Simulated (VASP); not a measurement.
# ZrC (Fm-3m) in VASP: further runs

The runs below take ZrC through relaxation of cell and atoms, relaxation of the atoms, with PBEsol, LDA, r2SCAN.

Program: VASP 6.6.1. These are calculated values, not measurements. Logs are shortened: lines on timing, memory, paths and dates and some standing lists are left out, and cuts for length are marked.

## Step 1: The cell of the first run

Symmetry: Fm-3m, No. 225, cubic system. Conventional cell: a = 4.730 Å, b = 4.730 Å, c = 4.730 Å, α = 90.00°, β = 90.00°, γ = 90.00°. Within 3.1 Å of Zr (site symmetry m-3m) lie 6 C at 2.37 Å. C (site symmetry m-3m) has 6 Zr at 2.37 Å within 3.1 Å.

## Step 2: Relaxation of cell and atoms, PBEsol

File INCAR:

```
ALGO = Normal ; EDIFF = 1E-6
EDIFFG = -0.01 ; ENCUT = 600
GGA = PS ; IBRION = 2
ISIF = 3 ; ISMEAR = -1
LASPH = True ; LCHARG = False
LREAL = False ; LWAVE = False
NELM = 100 ; NSW = 80
PREC = Accurate ; SIGMA = 0.1
```

File KPOINTS:

```
k-points
0
Gamma
  11 11 11
```

File POSCAR:

```
ZrC
1.0
    0.0000000000      2.3650000000      2.3650000000
    2.3650000000      0.0000000000      2.3650000000
    2.3650000000      2.3650000000      0.0000000000
Zr C
1 1
Direct
    0.5000000000      0.5000000000      0.5000000000
    0.0000000000      0.0000000000      0.0000000000
```

Potentials or basis: VASP PAW PBE potentials, release 64 (Zr_sv, C).

Command:

```console
$ cat potpaw_PBE.64/Zr_sv/POTCAR potpaw_PBE.64/C/POTCAR > POTCAR
$ mpirun -np 1 vasp_std > vasp.out
```

OUTCAR:

```text
EDIFF = 1E-6
   EDIFFG = -0.01
   ENCUT = 600
   GGA = PS
   IBRION = 2
   ISIF = 3
   ISMEAR = -1
   LASPH = True
   LREAL = False
   NELM = 100
   NSW = 80
   PREC = Accurate

 ion  position               nearest neighbor table
   1  0.500  0.500  0.500-   2 2.37   2 2.37   2 2.37   2 2.37   2 2.37   2 2.37
   2  0.000  0.000  0.000-   1 2.37   1 2.37   1 2.37   1 2.37   1 2.37   1 2.37

  LATTYP: Found a face centered cubic cell.
 ALAT       =     4.7300000000

  Lattice vectors:

 A1 = (   0.0000000000,   2.3650000000,   2.3650000000)
 A2 = (   2.3650000000,   0.0000000000,   2.3650000000)
 A3 = (   2.3650000000,   2.3650000000,   0.0000000000)

Analysis of symmetry for initial positions (statically):
=====================================================================
 Subroutine PRICEL returns:
 Original cell was already a primitive cell.

 Routine SETGRP: Setting up the symmetry group for a
 face centered cubic supercell.

 Subroutine GETGRP returns: Found 48 space group operations
 (whereof 48 operations were pure point group operations)
 out of a pool of 48 trial point group operations.

The static configuration has the point symmetry O_h .

Analysis of symmetry for dynamics (positions and initial velocities):
=====================================================================
 Subroutine PRICEL returns:
 Original cell was already a primitive cell.

 Routine SETGRP: Setting up the symmetry group for a
 face centered cubic supercell.

 Subroutine GETGRP returns: Found 48 space group operations
 (whereof 48 operations were pure point group operations)
 out of a pool of 48 trial point group operations.

The dynamic configuration has the point symmetry O_h .

 Subroutine INISYM returns: Found 48 space group operations
 (whereof 48 operations are pure point group operations),
 and found     1 'primitive' translations

----------------------------------------------------------------------------------------

                                     Primitive cell

  volume of cell :      26.4560

  direct lattice vectors                    reciprocal lattice vectors
     0.000000000  2.365000000  2.365000000    -0.211416490  0.211416490  0.211416490
     2.365000000  0.000000000  2.365000000     0.211416490 -0.211416490  0.211416490
     2.365000000  2.365000000  0.000000000     0.211416490  0.211416490 -0.211416490

  length of vectors
     3.344615075  3.344615075  3.344615075     0.366184103  0.366184103  0.366184103

  position of ions in fractional coordinates (direct lattice)
     0.500000000  0.500000000  0.500000000
     0.000000000  0.000000000  0.000000000

  ion indices of the primitive-cell ions
   primitive index   ion index
                 1           1
                 2           2

----------------------------------------------------------------------------------------

 KPOINTS: k-points

Automatic generation of k-mesh.
 Grid dimensions read from file:
 generate k-points for:   11   11   11

 Generating k-lattice:

  Cartesian coordinates                     Fractional coordinates (reciprocal lattice)
    -0.019219681  0.019219681  0.019219681     0.090909091  0.000000000  0.000000000
     0.019219681 -0.019219681  0.019219681     0.000000000  0.090909091  0.000000000
     0.019219681  0.019219681 -0.019219681     0.000000000  0.000000000  0.090909091

  Length of vectors
     0.033289464  0.033289464  0.033289464

  Shift w.r.t. Gamma in fractional coordinates (k-lattice)
     0.000000000  0.000000000  0.000000000

 Subroutine IBZKPT returns following result:
 ===========================================

 Found     56 irreducible k-points:

 Following reciprocal coordinates:
            Coordinates               Weight
  0.000000  0.000000  0.000000      1.000000
  0.090909  0.000000  0.000000      8.000000
  0.181818  0.000000  0.000000      8.000000
  0.272727  0.000000  0.000000      8.000000
  0.363636  0.000000  0.000000      8.000000
  0.454545  0.000000  0.000000      8.000000
[... 16 lines left out ...]
 -0.272727  0.181818  0.000000     24.000000
 -0.181818  0.181818  0.000000     12.000000
 [... further k-points ...]
   k-points           NKPTS =     56   k-points in BZ     NKDIM =     56   number of bands    NBANDS=     12
   number of dos      NEDOS =    301   number of ions     NIONS =      2
   total plane-waves  NPLWV =  21952
   dimension x,y,z NGX =    28 NGY =   28 NGZ =   28
   dimension x,y,z NGXF=    56 NGYF=   56 NGZF=   56
   ions per type =               1   1
   NGX,Y,Z   is equivalent  to a cutoff of  13.92, 13.92, 13.92 a.u.
   NGXF,Y,Z  is equivalent  to a cutoff of  27.84, 27.84, 27.84 a.u.
 SYSTEM =  unknown system
   PREC   = accura    normal or accurate (medium, high low for compatibility)
   ISTART =      0    job   : 0-new  1-cont  2-samecut
   ICHARG =      2    charge: 1-file 2-atom 10-const
   ISPIN  =      1    spin polarized calculation?
   LNONCOLLINEAR =      F non collinear calculations
   LSORBIT =      F    spin-orbit coupling
   LASPH  =      T    aspherical Exc in radial PAW
   ENCUT  =  600.0 eV  44.10 Ry    6.64 a.u.   6.68  6.68  6.68*2*pi/ulx,y,z
   NELM   =    100;   NELMIN=  2; NELMDL= -5     # of ELM steps
   EDIFF  = 0.1E-05   stopping-criterion for ELM
   LREAL  =      F    real-space projection
   EDIFFG = -.1E-01   stopping-criterion for IOM
   NSW    =     80    number of steps for IOM
   IBRION =      2    ionic relax: 0-MD 1-quasi-New 2-CG
   NFREE  =      1    steps in history (QN), initial steepest desc. (CG)
   ISIF   =      3    stress and relaxation
   ISYM   =      2    0-nonsym 1-usesym 2-fastsym
   POTIM  = 0.5000    time-step for ionic-motion
   TEBEG  =    0.0;   TEEND  =   0.0 temperature during run
   PSTRESS=    0.0 pullay stress
   NELECT =      16.0000    total number of electrons
   NUPDOWN=      -1.0000    fix difference up-down
   EMIN   =  10.00;   EMAX   =-10.00  energy-range for DOS
   EFERMI =   0.00;   METHOD = LEGACY
   ISMEAR =    -1;   SIGMA  =   0.10  broadening in eV -4-tet -1-fermi 0-gaus
   EFERMI_NEDOS =   21; number of points for ismear=-14 and -15
   IALGO  =     38    algorithm
   IMIX   =      4    mixing-type and parameters
     AMIX     =   0.40;   BMIX     =  1.00
     AMIX_MAG =   1.60;   BMIX_MAG =  1.00
  volume/ion in A,a.u.               =      13.23        89.27
  Fermi-wavevector in a.u.,A,eV,Ry     =   1.384439  2.616209 26.077880  1.916670
  Thomas-Fermi vector in A             =   2.508943
   LORBIT       =      0    0 simple, 1 ext, 2 COOP (PROOUT), +10 PAW based schemes
   GGA     = PS    functional components
   LHFCALC =     F    Hartree Fock is set to
   AEXX    =    0.0000 exact exchange contribution
   IVDW    =     0    specifies the selected vdW correction
   LEPSILON=     F    determine dielectric tensor
   LRPA    =     F    only Hartree local field effects (RPA)
 conjugate gradient relaxation of ions
 non-spin polarized calculation
  energy-cutoff  :      600.00
  volume of cell :       26.46
 maximum number of plane-waves:       903
   NGX = 13   NGY = 13   NGZ = 13

--------------------------------------- Ionic step        1  -------------------------------------------

 number of electron      16.0000000 magnetization

 Free energy of the ion-electron system (eV)
  ---------------------------------------------------
  ext. energy  EPLUGINS =         0.00000000
  ---------------------------------------------------
  free energy    TOTEN  =       -20.55294696 eV

  energy without entropy =      -20.54137510  energy(sigma->0) =      -20.54716103

------------------------ aborting loop because EDIFF is reached ----------------------------------------

  FORCE on cell =-STRESS in cart. coord.  units (eV):
  Direction    XX          YY          ZZ          XY          YZ          ZX
  --------------------------------------------------------------------------------------
  -------------------------------------------------------------------------------------
  Total       -1.3549949     -1.3549949     -1.3549949     -0.0000000      0.0000000      0.0000000
  in kB      -82.0587332    -82.0587332    -82.0587332     -0.0000000      0.0000000      0.0000000
  external PRESSURE =     -82.0587332 kB  Pullay stress =       0.0000000 kB
[... 21 lines left out ...]
  energy  without entropy=      -20.5413750959  energy(sigma->0) =      -20.54716103

--------------------------------------- Ionic step        2  -------------------------------------------

 number of electron      16.0000000 magnetization

 E-fermi :  10.4634     XC(G=0): -12.6834

 val. band max:       10.4452446817   @ k =   0.0909   0.0000   0.0000
 cond. band min:      10.5721303202   @ k =   0.0909   0.0909   0.0000
 fundamental gap:      0.1268856385
 Fermi energy:        10.4634417589

 k-point     1 :       0.0000    0.0000    0.0000
  band No.  band energies     occupation
      1     -37.2218      2.00000
      2     -14.8975      2.00000
      3     -14.8975      2.00000
      4     -14.8975      2.00000
      5      -1.1042      2.00000
      6      11.4204      0.00014
      7      11.4204      0.00014
      8      11.4204      0.00014
      9      11.5262      0.00005
     10      11.5262      0.00005
     11      11.5262      0.00005
     12      13.4899      0.00000
[... 414 lines left out ...]
  energy  without entropy=      -20.5672648455  energy(sigma->0) =      -20.57296441

--------------------------------------- Ionic step        4  -------------------------------------------

 number of electron      16.0000000 magnetization

 Free energy of the ion-electron system (eV)
  ---------------------------------------------------
  ext. energy  EPLUGINS =         0.00000000
  ---------------------------------------------------
  free energy    TOTEN  =       -20.57867227 eV

  energy without entropy =      -20.56727763  energy(sigma->0) =      -20.57297495

 E-fermi :   9.7187     XC(G=0): -12.3727

 val. band max:        9.6382741647   @ k =   0.1818   0.1818   0.0000
 cond. band min:       9.7407850183   @ k =   0.0909   0.0000   0.0000
 fundamental gap:      0.1025108536
 Fermi energy:         9.7186667319

 k-point     1 :       0.0000    0.0000    0.0000
  band No.  band energies     occupation
      1     -38.1928      2.00000
      2     -15.9213      2.00000
      3     -15.9213      2.00000
      4     -15.9213      2.00000
      5      -1.6384      2.00000
      6      10.6647      0.00016
      7      10.6647      0.00016
      8      10.6647      0.00016
      9      10.7724      0.00005
     10      10.7724      0.00005
     11      10.7724      0.00005
     12      12.5692      0.00000
[... 374 lines left out ...]
  FREE ENERGIE OF THE ION-ELECTRON SYSTEM (eV)
  ---------------------------------------------------
  free  energy   TOTEN  =       -20.5786722653 eV

  energy  without entropy=      -20.5672776266  energy(sigma->0) =      -20.57297495

 reached required accuracy - stopping structural energy minimisation
```

Run time: 32 s. Hardware: 1 thread of Intel Xeon 6975P-C (Granite Rapids), shared host; peak memory 0.18 GiB.

Results:

```yaml
Free_energy: -20.5787 eV
Relaxed_volume: 12.74 Å³/atom
Relaxed_cell: a = 3.303 Å, b = 3.303 Å, c = 3.303 Å, α = 60.00°, β = 60.00°, γ = 60.00°
Space_group_after_relaxing_to_0.1_Å: Fm-3m (No. 225)
Energy_gained_by_relaxing: 12.9 meV/atom
Ionic_steps: 4
Pressure_after_relaxing: 0.0 GPa
Band_gap_on_the_k_mesh: zero (bands 8 and 9 overlap by 1.32 eV)
```

The path:
| step | energy change (eV) | largest force (eV/Å) | pressure (GPa) | volume (Å³) |
| --- | --- | --- | --- | --- |
| 1 | 0.0000 | 0.0000 | -8.21 | 26.46 |
| 2 | 0.0498 | 0.0000 | 16.60 | 23.95 |
| 3 | -0.0257 | 0.0000 | -0.14 | 25.50 |
| 4 | -0.0257 | 0.0000 | 0.01 | 25.48 |

Final structure:
```
CELL_PARAMETERS angstrom
0.00000 2.33556 2.33556
2.33556 0.00000 2.33556
2.33556 2.33556 0.00000
ATOMIC_POSITIONS crystal
Zr 0.50000 0.50000 0.50000
C 0.00000 0.00000 0.00000
```

Levels at points of the mesh, in eV from the Fermi level:
```csv
k point,band 4,band 5,band 6,band 7,band 8,band 9,band 10,band 11,band 12
"(0.00, 0.00, 0.00)",-25.64,-11.36,0.95,0.95,0.95,1.05,1.05,1.05,2.85
```

Caveat: the PAW data sets were made with another functional, which shifts forces and pressure a little.

## Step 3: Relaxation of cell and atoms, LDA

File INCAR:

```
SYSTEM = ZrC
  PREC = Accurate
  ENCUT = 600
  EDIFF = 1E-6
  ISMEAR = -1
  SIGMA = 0.1
  LREAL = .FALSE.
  LASPH = .TRUE.
  NELM = 80
  ALGO = Normal
  ISIF = 3
  LWAVE = .FALSE.
  LCHARG = .FALSE.
  GGA = CA
  IBRION = 2
  NSW = 80
  EDIFFG = -0.01
```

File KPOINTS:

```
regular mesh
0
G
  11 11 11
  0 0 0
```

POSCAR is that of step 2.

Potentials or basis: VASP PAW LDA potentials, release 64 (Zr_sv, C).

Command:

```console
$ cat potpaw_LDA.64/Zr_sv/POTCAR potpaw_LDA.64/C/POTCAR > POTCAR
$ mpirun -np 1 vasp_std > vasp.out
```

OUTCAR:

```text
SYSTEM = ZrC
   PREC = Accurate
   ENCUT = 600
   EDIFF = 1E-6
   ISMEAR = -1
   LREAL = .FALSE.
   LASPH = .TRUE.
   NELM = 80
   ISIF = 3
   GGA = CA
   IBRION = 2
   NSW = 80
   EDIFFG = -0.01

 ion  position               nearest neighbor table
   1  0.500  0.500  0.500-   2 2.37   2 2.37   2 2.37   2 2.37   2 2.37   2 2.37
   2  0.000  0.000  0.000-   1 2.37   1 2.37   1 2.37   1 2.37   1 2.37   1 2.37

  LATTYP: Found a face centered cubic cell.
 ALAT       =     4.7300000000

  Lattice vectors:

 A1 = (   0.0000000000,   2.3650000000,   2.3650000000)
 A2 = (   2.3650000000,   0.0000000000,   2.3650000000)
 A3 = (   2.3650000000,   2.3650000000,   0.0000000000)

Analysis of symmetry for initial positions (statically):
=====================================================================
 Subroutine PRICEL returns:
 Original cell was already a primitive cell.

 Routine SETGRP: Setting up the symmetry group for a
 face centered cubic supercell.

 Subroutine GETGRP returns: Found 48 space group operations
 (whereof 48 operations were pure point group operations)
 out of a pool of 48 trial point group operations.

The static configuration has the point symmetry O_h .

Analysis of symmetry for dynamics (positions and initial velocities):
=====================================================================
 Subroutine PRICEL returns:
 Original cell was already a primitive cell.

 Routine SETGRP: Setting up the symmetry group for a
 face centered cubic supercell.
[... 163 lines left out ...]
  external PRESSURE =    -119.6516561 kB  Pullay stress =       0.0000000 kB
[... 23 lines left out ...]
--------------------------------------- Ionic step        2  -------------------------------------------

 number of electron      16.0000000 magnetization

 E-fermi :  11.0206     XC(G=0): -12.9911

 val. band max:       10.9601861998   @ k =   0.0909   0.0000   0.0000
 cond. band min:      11.0979494696   @ k =   0.0909   0.0909   0.0000
 fundamental gap:      0.1377632698
 Fermi energy:        11.0205532807

 k-point     1 :       0.0000    0.0000    0.0000
  band No.  band energies     occupation
      1     -36.3470      2.00000
      2     -14.0859      2.00000
      3     -14.0859      2.00000
      4     -14.0859      2.00000
      5      -0.5602      2.00000
      6      11.9715      0.00015
      7      11.9715      0.00015
      8      11.9715      0.00015
      9      12.0650      0.00006
     10      12.0650      0.00006
     11      12.0650      0.00006
     12      14.1715      0.00000
[... 416 lines left out ...]
--------------------------------------- Ionic step        4  -------------------------------------------

 number of electron      16.0000000 magnetization

 Free energy of the ion-electron system (eV)
  ---------------------------------------------------
  ext. energy  EPLUGINS =         0.00000000
  ---------------------------------------------------
  free energy    TOTEN  =       -21.28420093 eV

  energy without entropy =      -21.27287135  energy(sigma->0) =      -21.27853614

 E-fermi :   9.8705     XC(G=0): -12.5310

 val. band max:        9.7621069929   @ k =   0.1818   0.1818   0.0000
 cond. band min:       9.8771532426   @ k =   0.0909   0.0000   0.0000
 fundamental gap:      0.1150462497
 Fermi energy:         9.8704571396

 k-point     1 :       0.0000    0.0000    0.0000
  band No.  band energies     occupation
      1     -37.8106      2.00000
      2     -15.6443      2.00000
      3     -15.6443      2.00000
      4     -15.6443      2.00000
      5      -1.4123      2.00000
      6      10.8105      0.00017
      7      10.8105      0.00017
      8      10.8105      0.00017
      9      10.9085      0.00006
     10      10.9085      0.00006
     11      10.9085      0.00006
     12      12.7598      0.00000
[... 374 lines left out ...]
  FREE ENERGIE OF THE ION-ELECTRON SYSTEM (eV)
  ---------------------------------------------------
  free  energy   TOTEN  =       -21.2842009261 eV

  energy  without entropy=      -21.2728713529  energy(sigma->0) =      -21.27853614

 reached required accuracy - stopping structural energy minimisation
```

OSZICAR:

```text
N       E                     dE             d eps       ncg     rms          rms(c)
DAV:   1     0.112240180607E+03    0.11224E+03   -0.97476E+03  1344   0.151E+03
DAV:   2    -0.167841704165E+02   -0.12902E+03   -0.12258E+03  1552   0.351E+02
DAV:   3    -0.243446378936E+02   -0.75605E+01   -0.74188E+01  2288   0.766E+01
[... 36 lines left out ...]
DAV:   2    -0.212842248519E+02    0.15100E-03   -0.41586E-04  1392   0.260E-01    0.523E-02
DAV:   3    -0.212841941953E+02    0.30657E-04   -0.15911E-04  1924   0.112E-01    0.201E-02
DAV:   4    -0.212841977344E+02   -0.35391E-05   -0.39412E-06  1664   0.181E-02    0.130E-02
DAV:   5    -0.212842009177E+02   -0.31833E-05   -0.76736E-06  1976   0.154E-02    0.224E-03
DAV:   6    -0.212842009261E+02   -0.83535E-08   -0.35928E-08   708   0.174E-03
   4 F= -.21284201E+02 E0= -.21278536E+02  d E =-.546280E-01
```

Run time: 31 s. Hardware: 1 thread of Intel Xeon 6975P-C (Granite Rapids), shared host; peak memory 0.17 GiB.

Results:

| Item | Value |
| --- | --- |
| Free energy | -21.2842 eV |
| Relaxed volume | 12.53 Å³/atom |
| Relaxed cell | a = 3.285 Å, b = 3.285 Å, c = 3.285 Å, α = 60.00°, β = 60.00°, γ = 60.00° |
| Space group after relaxing (to 0.1 Å) | Fm-3m (No. 225) |
| Energy gained by relaxing | 27.3 meV/atom |
| Ionic steps | 4 |
| Pressure after relaxing | -0.1 GPa |
| Band gap on the k mesh | zero (bands 8 and 9 overlap by 1.31 eV) |

The path:
| step | energy change (eV) | largest force (eV/Å) | pressure (GPa) | volume (Å³) |
| --- | --- | --- | --- | --- |
| 1 | 0.0000 | 0.0000 | -11.97 | 26.46 |
| 2 | 0.1195 | 0.0000 | 27.29 | 22.85 |
| 3 | -0.0546 | 0.0000 | -0.37 | 25.10 |
| 4 | -0.0546 | 0.0000 | -0.05 | 25.06 |

Final structure:
```
CELL_PARAMETERS angstrom
0.00000 2.32273 2.32273
2.32273 0.00000 2.32273
2.32273 2.32273 0.00000
ATOMIC_POSITIONS crystal
Zr 0.50000 0.50000 0.50000
C 0.00000 0.00000 0.00000
```

[end of part 1 of 2]

The gap in the log of VASP goes by the Fermi energy; the results here count the filled bands.